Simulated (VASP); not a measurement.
# EuS (Fm-3m) in VASP: notebook

Aim: see how the results for EuS move with the level of theory and the settings. Levels: SVWN5, r2SCAN. Tasks: relaxation of cell and atoms, single point.

Everything below comes from runs of VASP 6.6.1. Logs are shortened: lines on timing, memory, paths and dates and some standing lists are left out, and cuts for length are marked.

## (1) The cell of the first run

It takes space group Fm-3m (No. 225, cubic). Conventional cell: a = 5.957 Å, b = 5.957 Å, c = 5.957 Å, α = 90.00°, β = 90.00°, γ = 90.00°. Within 3.9 Å of Eu (site symmetry m-3m) lie 6 S at 2.98 Å. S (site symmetry m-3m) has 6 Eu at 2.98 Å within 3.9 Å.

## (2) Relaxation of cell and atoms, SVWN5, collinear spin, ferromagnetic start

File INCAR:

```
ALGO = Normal
EDIFF = 1E-7
EDIFFG = -0.01
ENCUT = 600
GGA = VW
GGA_COMPAT = False
IBRION = 2
ISIF = 3
ISMEAR = -1
ISPIN = 2
LASPH = True
LCHARG = False
LMAXMIX = 6
LORBIT = 11
LREAL = False
LWAVE = False
MAGMOM = 7 0
NELM = 200
NELMIN = 4
NSW = 60
PREC = Accurate
SIGMA = 0.05
```

File KPOINTS:

```
k-points
0
Gamma
  8 8 8
```

File POSCAR:

```
EuS
1.0
    0.0000000000      2.9785000000      2.9785000000
    2.9785000000      0.0000000000      2.9785000000
    2.9785000000      2.9785000000      0.0000000000
Eu S
1 1
Direct
    0.0000000000      0.0000000000      0.0000000000
    0.5000000000      0.5000000000      0.5000000000
```

Potentials or basis: VASP PAW PBE potentials, release 64 (Eu, S).

Started as:

```console
$ cat potpaw_PBE.64/Eu/POTCAR potpaw_PBE.64/S/POTCAR > POTCAR
$ mpirun -np 1 vasp_std > vasp.out
```

OUTCAR:

```text
EDIFF = 1E-7
   EDIFFG = -0.01
   ENCUT = 600
   GGA = VW
   IBRION = 2
   ISIF = 3
   ISMEAR = -1
   ISPIN = 2
   LASPH = True
   LORBIT = 11
   LREAL = False
   NELM = 200
   NELMIN = 4
   NSW = 60
   PREC = Accurate

 ion  position               nearest neighbor table
   1  0.000  0.000  0.000-   2 2.98   2 2.98   2 2.98   2 2.98   2 2.98   2 2.98
   2  0.500  0.500  0.500-   1 2.98   1 2.98   1 2.98   1 2.98   1 2.98   1 2.98

  LATTYP: Found a face centered cubic cell.
 ALAT       =     5.9570000000

  Lattice vectors:

 A1 = (   0.0000000000,   2.9785000000,   2.9785000000)
 A2 = (   2.9785000000,   0.0000000000,   2.9785000000)
 A3 = (   2.9785000000,   2.9785000000,   0.0000000000)

Analysis of symmetry for initial positions (statically):
=====================================================================
 Subroutine PRICEL returns:
 Original cell was already a primitive cell.

 Routine SETGRP: Setting up the symmetry group for a
 face centered cubic supercell.

 Subroutine GETGRP returns: Found 48 space group operations
 (whereof 48 operations were pure point group operations)
 out of a pool of 48 trial point group operations.

The static configuration has the point symmetry O_h .

Analysis of symmetry for dynamics (positions and initial velocities):
=====================================================================
 Subroutine PRICEL returns:
 Original cell was already a primitive cell.

 Routine SETGRP: Setting up the symmetry group for a
 face centered cubic supercell.

 Subroutine GETGRP returns: Found 48 space group operations
 (whereof 48 operations were pure point group operations)
 out of a pool of 48 trial point group operations.

The dynamic configuration has the point symmetry O_h .

Analysis of structural, dynamic, and magnetic symmetry:
=====================================================================
 Subroutine PRICEL returns:
 Original cell was already a primitive cell.

 Routine SETGRP: Setting up the symmetry group for a
 face centered cubic supercell.

 Subroutine GETGRP returns: Found 48 space group operations
 (whereof 48 operations were pure point group operations)
 out of a pool of 48 trial point group operations.

The overall configuration has the point symmetry O_h .

 Subroutine INISYM returns: Found 48 space group operations
 (whereof 48 operations are pure point group operations),
 and found     1 'primitive' translations

----------------------------------------------------------------------------------------

                                     Primitive cell

  volume of cell :      52.8473

  direct lattice vectors                    reciprocal lattice vectors
     0.000000000  2.978500000  2.978500000    -0.167869733  0.167869733  0.167869733
     2.978500000  0.000000000  2.978500000     0.167869733 -0.167869733  0.167869733
     2.978500000  2.978500000  0.000000000     0.167869733  0.167869733 -0.167869733

  length of vectors
     4.212235096  4.212235096  4.212235096     0.290758907  0.290758907  0.290758907

  position of ions in fractional coordinates (direct lattice)
     0.000000000  0.000000000  0.000000000
     0.500000000  0.500000000  0.500000000

  ion indices of the primitive-cell ions
   primitive index   ion index
                 1           1
                 2           2

----------------------------------------------------------------------------------------

 KPOINTS: k-points

Automatic generation of k-mesh.
 Grid dimensions read from file:
 generate k-points for:    8    8    8

 Generating k-lattice:

  Cartesian coordinates                     Fractional coordinates (reciprocal lattice)
    -0.020983717  0.020983717  0.020983717     0.125000000  0.000000000  0.000000000
     0.020983717 -0.020983717  0.020983717     0.000000000  0.125000000  0.000000000
     0.020983717  0.020983717 -0.020983717     0.000000000  0.000000000  0.125000000

  Length of vectors
     0.036344863  0.036344863  0.036344863

  Shift w.r.t. Gamma in fractional coordinates (k-lattice)
     0.000000000  0.000000000  0.000000000

 Subroutine IBZKPT returns following result:
 ===========================================

 Found     29 irreducible k-points:

 Following reciprocal coordinates:
            Coordinates               Weight
  0.000000  0.000000  0.000000      1.000000
  0.125000  0.000000  0.000000      8.000000
  0.250000  0.000000  0.000000      8.000000
  0.375000  0.000000  0.000000      8.000000
  0.500000  0.000000  0.000000      4.000000
  0.125000  0.125000  0.000000      6.000000
[... 16 lines left out ...]
  0.500000  0.250000  0.125000     48.000000
 -0.375000  0.250000  0.125000     24.000000
 [... further k-points ...]
   k-points           NKPTS =     29   k-points in BZ     NKDIM =     29   number of bands    NBANDS=     19
   number of dos      NEDOS =    301   number of ions     NIONS =      2
   total plane-waves  NPLWV =  46656
   dimension x,y,z NGX =    36 NGY =   36 NGZ =   36
   dimension x,y,z NGXF=    72 NGYF=   72 NGZF=   72
   ions per type =               1   1
   NGX,Y,Z   is equivalent  to a cutoff of  14.21, 14.21, 14.21 a.u.
   NGXF,Y,Z  is equivalent  to a cutoff of  28.42, 28.42, 28.42 a.u.
 SYSTEM =  unknown system
   PREC   = accura    normal or accurate (medium, high low for compatibility)
   ISTART =      0    job   : 0-new  1-cont  2-samecut
   ICHARG =      2    charge: 1-file 2-atom 10-const
   ISPIN  =      2    spin polarized calculation?
   LNONCOLLINEAR =      F non collinear calculations
   LSORBIT =      F    spin-orbit coupling
   LASPH  =      T    aspherical Exc in radial PAW
   ENCUT  =  600.0 eV  44.10 Ry    6.64 a.u.   8.41  8.41  8.41*2*pi/ulx,y,z
   NELM   =    200;   NELMIN=  4; NELMDL= -5     # of ELM steps
   EDIFF  = 0.1E-06   stopping-criterion for ELM
   LREAL  =      F    real-space projection
   EDIFFG = -.1E-01   stopping-criterion for IOM
   NSW    =     60    number of steps for IOM
   IBRION =      2    ionic relax: 0-MD 1-quasi-New 2-CG
   NFREE  =      1    steps in history (QN), initial steepest desc. (CG)
   ISIF   =      3    stress and relaxation
   ISYM   =      2    0-nonsym 1-usesym 2-fastsym
   POTIM  = 0.5000    time-step for ionic-motion
   TEBEG  =    0.0;   TEEND  =   0.0 temperature during run
   PSTRESS=    0.0 pullay stress
   NELECT =      23.0000    total number of electrons
   NUPDOWN=      -1.0000    fix difference up-down
   EMIN   =  10.00;   EMAX   =-10.00  energy-range for DOS
   EFERMI =   0.00;   METHOD = LEGACY
   ISMEAR =    -1;   SIGMA  =   0.05  broadening in eV -4-tet -1-fermi 0-gaus
   EFERMI_NEDOS =   21; number of points for ismear=-14 and -15
   IALGO  =     38    algorithm
   IMIX   =      4    mixing-type and parameters
     AMIX     =   0.40;   BMIX     =  1.00
     AMIX_MAG =   1.60;   BMIX_MAG =  1.00
  volume/ion in A,a.u.               =      26.42       178.32
  Fermi-wavevector in a.u.,A,eV,Ry     =   1.240633  2.344456 20.941667  1.539169
  Thomas-Fermi vector in A             =   2.375065
   LORBIT       =     11    0 simple, 1 ext, 2 COOP (PROOUT), +10 PAW based schemes
   GGA     = VW    functional components
   LHFCALC =     F    Hartree Fock is set to
   AEXX    =    0.0000 exact exchange contribution
   IVDW    =     0    specifies the selected vdW correction
   LEPSILON=     F    determine dielectric tensor
   LRPA    =     F    only Hartree local field effects (RPA)
 conjugate gradient relaxation of ions
 spin polarized calculation
  energy-cutoff  :      600.00
  volume of cell :       52.85
 maximum number of plane-waves:      1807
 NGX is ok and might be reduce to    36
   NGX = 17   NGY = 17   NGZ = 17

--------------------------------------- Ionic step        1  -------------------------------------------

 number of electron      22.9999997 magnetization       6.9192050

 Free energy of the ion-electron system (eV)
  ---------------------------------------------------
  ext. energy  EPLUGINS =         0.00000000
  ---------------------------------------------------
  free energy    TOTEN  =        61.73352138 eV

  energy without entropy =       61.75063433  energy(sigma->0) =       61.74207786

------------------------ aborting loop because EDIFF is reached ----------------------------------------

  FORCE on cell =-STRESS in cart. coord.  units (eV):
  Direction    XX          YY          ZZ          XY          YZ          ZX
  --------------------------------------------------------------------------------------
  -------------------------------------------------------------------------------------
  Total       -2.7874512     -2.7874512     -2.7874512      0.0000000      0.0000000      0.0000000
  in kB      -84.5074586    -84.5074586    -84.5074586      0.0000000      0.0000000      0.0000000
  external PRESSURE =     -84.5074586 kB  Pullay stress =       0.0000000 kB
[... 95 lines left out ...]
  energy  without entropy=       61.4781951237  energy(sigma->0) =       61.46924138

--------------------------------------- Ionic step        4  -------------------------------------------

 number of electron      23.0000001 magnetization       6.8254068

 Free energy of the ion-electron system (eV)
  ---------------------------------------------------
  ext. energy  EPLUGINS =         0.00000000
  ---------------------------------------------------
  free energy    TOTEN  =        61.46052472 eV

  energy without entropy =       61.47830549  energy(sigma->0) =       61.46941511

 E-fermi :   5.0777     XC(G=0): -10.8435

 val. band max:        5.0759079954   @ k =   0.2500   0.2500   0.0000
 cond. band min:       5.0802139827   @ k =   0.3750   0.3750   0.0000
 fundamental gap:      0.0043059873
 Fermi energy:         5.0777481608

 spin component 1

 k-point     1 :       0.0000    0.0000    0.0000
  band No.  band energies     occupation
      1     -36.1026      1.00000
      2     -14.8531      1.00000
      3     -14.8531      1.00000
      4     -14.8531      1.00000
      5      -8.8114      1.00000
      6       2.2150      1.00000
[... 11 lines left out ...]
     18       5.9193      0.00000
     19       6.9346      0.00000
[... 491 lines left out ...]
      5      -7.7134      1.00000
      6      -0.1930      1.00000
[... 11 lines left out ...]
     18       9.6374      0.00000
     19      10.3901      0.00000

 [... further k-points ...]

 spin component 2

 k-point     1 :       0.0000    0.0000    0.0000
  band No.  band energies     occupation
      1     -34.0913      1.00000
      2     -13.0806      1.00000
      3     -13.0806      1.00000
      4     -13.0806      1.00000
      5      -8.7399      1.00000
      6       2.5075      1.00000
[... 11 lines left out ...]
     18       8.1447      0.00000
     19       8.4172      0.00000
[... 535 lines left out ...]
  FREE ENERGIE OF THE ION-ELECTRON SYSTEM (eV)
  ---------------------------------------------------
  free  energy   TOTEN  =        61.4605247238 eV

  energy  without entropy=       61.4783054892  energy(sigma->0) =       61.46941511

 reached required accuracy - stopping structural energy minimisation

 total charge

# of ion       s       p       d       f       tot
--------------------------------------------------
    1        2.024   5.671   0.466   6.523  14.684
    2        1.311   2.438   0.000   0.000   3.749
--------------------------------------------------
tot          3.335   8.109   0.466   6.523  18.432

 magnetization (x)

# of ion       s       p       d       f       tot
--------------------------------------------------
    1       -0.006  -0.051   0.106   6.457   6.506
    2       -0.006  -0.045   0.000   0.000  -0.050
--------------------------------------------------
tot         -0.012  -0.096   0.106   6.457   6.456
```

It took 5 min on 1 thread of Intel Xeon 6975P-C (Granite Rapids), shared host; peak memory 0.24 GiB.

What came out:

| Item | Value |
| --- | --- |
| Free energy | 61.4605 eV |
| Relaxed volume | 22.22 Å³/atom |
| Relaxed cell | a = 3.976 Å, b = 3.976 Å, c = 3.976 Å, α = 60.00°, β = 60.00°, γ = 60.00° |
| Space group after relaxing (to 0.1 Å) | Fm-3m (No. 225) |
| Energy gained by relaxing | 136.5 meV/atom |
| Ionic steps | 4 |
| Pressure after relaxing | -0.1 GPa |
| Net moment | 6.83 μB per cell |
| Site moments | Eu +6.51; S -0.05 μB |
| Valence electrons inside the program's atomic spheres | Eu 14.68; S 3.75 |

Step by step:
```tsv
step	energy change (eV)	largest force (eV/Å)	pressure (GPa)	volume (Å³)
1	0.0000	0.0000	-8.45	52.85
2	-0.2639	0.0000	2.61	42.89
3	-0.2732	0.0000	0.26	44.24
4	-0.2730	0.0000	-0.07	44.44
```

Final structure:
```
CELL_PARAMETERS angstrom
0.00000 2.81144 2.81144
2.81144 0.00000 2.81144
2.81144 2.81144 0.00000
ATOMIC_POSITIONS crystal
Eu 0.00000 0.00000 0.00000
S 0.50000 0.50000 0.50000
```

Caveat: the volume moved by over 15 % at a fixed basis, so the end points are rough; the PAW data sets were made with another functional, which shifts forces and pressure a little; spin-orbit coupling is left out, which moves the levels of the heavy elements; a cell with one magnetic atom can't hold antiferromagnetic order, which such compounds often take; semilocal functionals describe open f shells poorly, which spoils levels, moments and volumes.

## (3) Single point, r2SCAN, collinear spin, ferromagnetic start

POSCAR is that of step 2.

File INCAR.step1:

```
SYSTEM = EuS
ALGO = Normal ; EDIFF = 1E-5
ENCUT = 800 ; GGA = PE
GGA_COMPAT = .False. ; ISMEAR = -1
ISPIN = 2 ; LASPH = .True.
LCHARG = .False. ; LMAXMIX = 6
LREAL = .False. ; LWAVE = .True.
MAGMOM = 7 0 ; NBANDS = 22
NELM = 200 ; PREC = Accurate
SIGMA = 0.05
```

File INCAR.step2:

```
SYSTEM = EuS
ALGO = Normal ; EDIFF = 1E-6
ENCUT = 800 ; GGA_COMPAT = .False.
ISIF = 2 ; ISMEAR = -1
ISPIN = 2 ; ISTART = 1
LASPH = .True. ; LCHARG = .False.
LMAXMIX = 6 ; LMIXTAU = .True.
LORBIT = 11 ; LREAL = .False.
LWAVE = .False. ; MAGMOM = 7 0
METAGGA = R2SCAN ; NBANDS = 22
NELM = 200 ; PREC = Accurate
SIGMA = 0.05
```

File KPOINTS:

```
k-points
0
Gamma
  8 8 8
  0 0 0
```

Potentials or basis: VASP PAW PBE potentials, release 64 (Eu, S).

Started as:

```console
$ cat potpaw_PBE.64/Eu/POTCAR potpaw_PBE.64/S/POTCAR > POTCAR
$ cp INCAR.step1 INCAR
$ mpirun -np 1 vasp_std > vasp.out
$ cp INCAR.step2 INCAR
$ mpirun -np 1 vasp_std > vasp.out
```

Wall time 5.3 min (1 thread of Intel Xeon 6975P-C (Granite Rapids), shared host); peak memory 0.4 GiB.

Results (log left out):

```
Free energy                                           : -52.6190 eV
Pressure                                              : -2.5 GPa
Band gap on the k mesh                                : zero (filled and empty bands overlap)
Net moment                                            : 6.99 μB per cell
Site moments                                          : Eu +6.53; S -0.08 μB
Valence electrons inside the program's atomic spheres : Eu 14.81; S 3.77
```

Levels at points of the mesh, in eV from the Fermi level:
Spin up:
| k point | band 13 | band 14 | band 15 | band 16 | band 17 | band 18 |
| --- | --- | --- | --- | --- | --- | --- |
| (0.00, 0.00, 0.00) | 0.01 | 0.01 | 0.01 | 1.20 | 1.20 | 1.20 |
| (0.50, 0.00, 0.00) | -0.34 | -0.31 | -0.30 | 3.18 | 3.45 | 3.85 |
| (0.50, 0.50, 0.00) | -0.36 | -0.31 | -0.14 | -0.14 | 3.25 | 3.60 |
Spin down:
```csv
k point,band 5,band 6,band 7,band 8,band 9,band 10,band 11,band 12
"(0.00, 0.00, 0.00)",-14.23,-2.92,-2.92,-2.92,1.90,2.05,2.05,2.05
"(0.50, 0.00, 0.00)",-13.22,-5.41,-4.06,-4.06,3.22,4.35,5.09,5.09
"(0.50, 0.50, 0.00)",-13.90,-4.06,-3.27,-3.27,-0.04,4.34,4.54,5.58
```

Caveat: the PAW data sets were made with another functional, which shifts forces and pressure a little; spin-orbit coupling is left out, which moves the levels of the heavy elements; a cell with one magnetic atom can't hold antiferromagnetic order, which such compounds often take; semilocal functionals describe open f shells poorly, which spoils levels, moments and volumes. With open d or f shells a metallic result of r2SCAN can be an artefact of self-interaction; +U or a hybrid may open a gap.
